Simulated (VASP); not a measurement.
# KCl (P4/mmm) in VASP: further runs, part 2 of 2

VASP 6.6.1. Earlier steps stand in the parts before.

### 3 Single point, PBE (strain +0.030 along x and y, -0.015 along z)

File INCAR:

```
SYSTEM = KCl
ALGO     = Normal         ! electronic algorithm
EDIFF    = 1E-6           ! SCF threshold, eV
ENCUT    = 520            ! plane-wave cutoff, eV
GGA      = PE             ! functional
ISIF     = 2              ! what is computed and relaxed
ISMEAR   = 0              ! smearing method
LASPH    = .TRUE.         ! aspherical terms in the spheres
LCHARG   = .FALSE.        ! write CHGCAR
LREAL    = .FALSE.        ! projectors in reciprocal space
LWAVE    = .FALSE.        ! write WAVECAR
NBANDS   = 15             ! bands
NELM     = 60             ! most SCF steps
PREC     = Accurate       ! precision mode
SIGMA    = 0.05           ! smearing width, eV
```

File KPOINTS:

```
k-points
0
G
  6 6 6
  0 0 0
```

File POSCAR:

```
KCl
1.0
    3.9543718800      0.0000000000      0.0000000000
    0.0000000000      3.9543718800      0.0000000000
    0.0000000000      0.0000000000      3.7816080600
K Cl
1 1
Direct
    0.0000000000      0.0000000000      0.0000000000
    0.5000000000      0.5000000000      0.5000000000
```

Potentials or basis: VASP PAW PBE potentials, release 64 (K_sv, Cl).

Launch:

```sh
$ cat potpaw_PBE.64/K_sv/POTCAR potpaw_PBE.64/Cl/POTCAR > POTCAR
$ mpirun -np 1 vasp_std > vasp.out
```

OUTCAR:

```text
SYSTEM = KCl
   EDIFF = 1E-6
   ENCUT = 520
   GGA = PE
   ISIF = 2
   ISMEAR = 0
   LASPH = .TRUE.
   LREAL = .FALSE.
   NELM = 60
   PREC = Accurate

 ion  position               nearest neighbor table
   1  0.000  0.000  0.000-
   2  0.500  0.500  0.500-

  LATTYP: Found a simple tetragonal cell.
 ALAT       =     3.9543718800
 C/A-ratio  =     0.9563106796

  Lattice vectors:

 A1 = (   3.9543718800,   0.0000000000,   0.0000000000)
 A2 = (   0.0000000000,   3.9543718800,   0.0000000000)
 A3 = (   0.0000000000,   0.0000000000,   3.7816080600)

Analysis of symmetry for initial positions (statically):
=====================================================================
 Subroutine PRICEL returns:
 Original cell was already a primitive cell.

 Routine SETGRP: Setting up the symmetry group for a
 simple tetragonal supercell.

 Subroutine GETGRP returns: Found 16 space group operations
 (whereof 16 operations were pure point group operations)
 out of a pool of 16 trial point group operations.

The static configuration has the point symmetry D_4h.

Analysis of symmetry for dynamics (positions and initial velocities):
=====================================================================
 Subroutine PRICEL returns:
 Original cell was already a primitive cell.

 Routine SETGRP: Setting up the symmetry group for a
 simple tetragonal supercell.

 Subroutine GETGRP returns: Found 16 space group operations
 (whereof 16 operations were pure point group operations)
 out of a pool of 16 trial point group operations.

The dynamic configuration has the point symmetry D_4h.

 Subroutine INISYM returns: Found 16 space group operations
 (whereof 16 operations are pure point group operations),
 and found     1 'primitive' translations

----------------------------------------------------------------------------------------

                                     Primitive cell

  volume of cell :      59.1332
[... 118 lines left out ...]
   LEPSILON=     F    determine dielectric tensor
   LRPA    =     F    only Hartree local field effects (RPA)
 non-spin polarized calculation
 Gauss-broadening in eV      SIGMA  =   0.05
  energy-cutoff  :      520.00
  volume of cell :       59.13
 maximum number of plane-waves:      1618
 NGX is ok and might be reduce to    30
   NGX = 15   NGY = 15   NGZ = 15

 number of electron      15.9999997 magnetization

 Free energy of the ion-electron system (eV)
  ---------------------------------------------------
  ext. energy  EPLUGINS =         0.00000000
  ---------------------------------------------------
  free energy    TOTEN  =        -6.63928617 eV

  energy without entropy =       -6.63928617  energy(sigma->0) =       -6.63928617

 E-fermi :  -0.5959     XC(G=0):  -7.8831

 val. band max:       -0.9040012680   @ k =   0.5000   0.5000   0.0000
 cond. band min:       3.5650878974   @ k =   0.0000   0.0000   0.0000
 fundamental gap:      4.4690891654
 Fermi energy:        -0.5958519160

 k-point     1 :       0.0000    0.0000    0.0000
  band No.  band energies     occupation
      1     -29.1967      2.00000
      2     -13.5222      2.00000
      3     -12.5937      2.00000
      4     -12.5937      2.00000
      5     -12.5788      2.00000
      6      -1.3010      2.00000
      7      -1.3010      2.00000
      8      -1.0698      2.00000
      9       3.5651      0.00000
     10       5.4703      0.00000
     11       5.6560      0.00000
     12       9.2790      0.00000
     13       9.5742      0.00000
     14       9.5742      0.00000
[... 401 lines left out ...]
      2     -13.4190      2.00000
      3     -12.7653      2.00000
      4     -12.6269      2.00000
      5     -12.5497      2.00000
      6      -2.2571      2.00000
      7      -1.9559      2.00000
      8      -1.1484      2.00000
      9       5.5681      0.00000
     10       6.2347      0.00000
     11       7.9754      0.00000
     12       8.1261      0.00000
     13       8.5194      0.00000
     14       9.6443      0.00000
     15      10.7165      0.00000

 [... further k-points ...]

------------------------ aborting loop because EDIFF is reached ----------------------------------------

  FORCE on cell =-STRESS in cart. coord.  units (eV):
  Direction    XX          YY          ZZ          XY          YZ          ZX
  --------------------------------------------------------------------------------------
  -------------------------------------------------------------------------------------
  Total       -0.5118025     -0.5118025      0.1634247      0.0000000      0.0000000     -0.0000000
  in kB      -13.8669672    -13.8669672      4.4278896      0.0000000      0.0000000     -0.0000000
  external PRESSURE =      -7.7686816 kB  Pullay stress =       0.0000000 kB

 VOLUME and BASIS-vectors are now :
 -----------------------------------------------------------------------------
  energy-cutoff  :      520.00
  volume of cell :       59.13
      direct lattice vectors                 reciprocal lattice vectors
     3.954371880  0.000000000  0.000000000     0.252884663  0.000000000  0.000000000
     0.000000000  3.954371880  0.000000000     0.000000000  0.252884663  0.000000000
     0.000000000  0.000000000  3.781608060     0.000000000  0.000000000  0.264437769

 POSITION                                       TOTAL-FORCE (eV/Angst)
 -----------------------------------------------------------------------------------
      0.00000      0.00000      0.00000         0.000000      0.000000      0.000000
      1.97719      1.97719      1.89080         0.000000      0.000000      0.000000
 -----------------------------------------------------------------------------------
    total drift:                                0.000000      0.000000     -0.000000

  FREE ENERGIE OF THE ION-ELECTRON SYSTEM (eV)
  ---------------------------------------------------
  free  energy   TOTEN  =        -6.6392861737 eV

  energy  without entropy=       -6.6392861737  energy(sigma->0) =       -6.63928617
```

Run time: 21 s. Hardware: 1 thread of Intel Xeon Platinum 8375C at 2.90GHz (Ice Lake), shared host; peak memory 0.18 GiB.

What came out:

| Quantity | Value |
| --- | --- |
| Free energy | -6.6393 eV |
| Pressure | -0.8 GPa |
| Band gap on the k mesh | 4.47 eV (least direct gap 4.63 eV) |

Stress tensor (GPa, compression positive):
```
-1.39  0.00  0.00
 0.00 -1.39  0.00
 0.00  0.00  0.44
```

Caveat: the cell differs from its parent crystal (strain +0.030 along x and y, -0.015 along z). A k mesh can miss the band edges.
